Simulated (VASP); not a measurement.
Wanted: the native input for a VASP 6.6.1 run.

```yaml
Task: electric field gradients
Functional: r2SCAN
Potentials_or_basis: VASP PAW PBE potentials, release 64 (Cs_sv, H)
Cutoff: 520 eV
k_mesh: 8 × 8 × 8
Occupations: fermi-dirac, width 0.01 eV
Spin: no spin polarisation
Dipole_correction: no
Further_INCAR_settings: ALGO = Normal; EDIFF = 1e-08; NBANDS = 12
```

The system is CsH.

```
CELL_PARAMETERS angstrom
3.76680 0.00000 0.00000
0.00000 3.76680 0.00000
0.00000 0.00000 3.76680
ATOMIC_POSITIONS crystal
Cs 0.00000 0.00000 0.00000
H 0.50000 0.50000 0.50000
```

The input as run:

POSCAR

```
CsH
1.0
    3.7668020984      0.0000000000      0.0000000000
    0.0000000000      3.7668020984      0.0000000000
    0.0000000000      0.0000000000      3.7668020984
Cs H
1 1
Direct
    0.0000000000      0.0000000000      0.0000000000
    0.5000000000      0.5000000000      0.5000000000
```

INCAR.step1

```
PREC = Accurate
ENCUT = 520
ISMEAR = -1
SIGMA = 0.01
LREAL = False
LASPH = True
NELM = 60
NBANDS = 12
GGA = PE
ALGO = Normal
EDIFF = 1E-4
LWAVE = True
LCHARG = False
```

INCAR.step2

```
PREC = Accurate
ENCUT = 520
EDIFF = 1E-8
ISMEAR = -1
SIGMA = 0.01
LREAL = False
LASPH = True
NELM = 60
ALGO = Normal
ISIF = 2
LWAVE = False
LCHARG = False
METAGGA = R2SCAN
LMIXTAU = True
LEFG = True
NBANDS = 12
ISTART = 1
```

KPOINTS

```
Automatic mesh
0
Gamma
  8 8 8
```

Potentials or basis: VASP PAW PBE potentials, release 64 (Cs_sv, H).

Run with:

```console
$ cat potpaw_PBE.64/Cs_sv/POTCAR potpaw_PBE.64/H/POTCAR > POTCAR
$ cp INCAR.step1 INCAR
$ mpirun -np 1 vasp_std > vasp.out
$ cp INCAR.step2 INCAR
$ mpirun -np 1 vasp_std > vasp.out
```

It gave:

- Pressure: 0.6 GPa
- Band gap on the k mesh: 3.13 eV
- Largest electric field gradient by atom: zero within the noise of the run

Caveat: the PAW data sets were made with another functional, which shifts forces and pressure a little; spin-orbit coupling is left out, which moves the levels of the heavy elements.

It took 36 s on 1 thread of Intel(R) Xeon(R) 6975P-C (Granite Rapids), with other jobs on the host, peak memory 0.17 GiB.
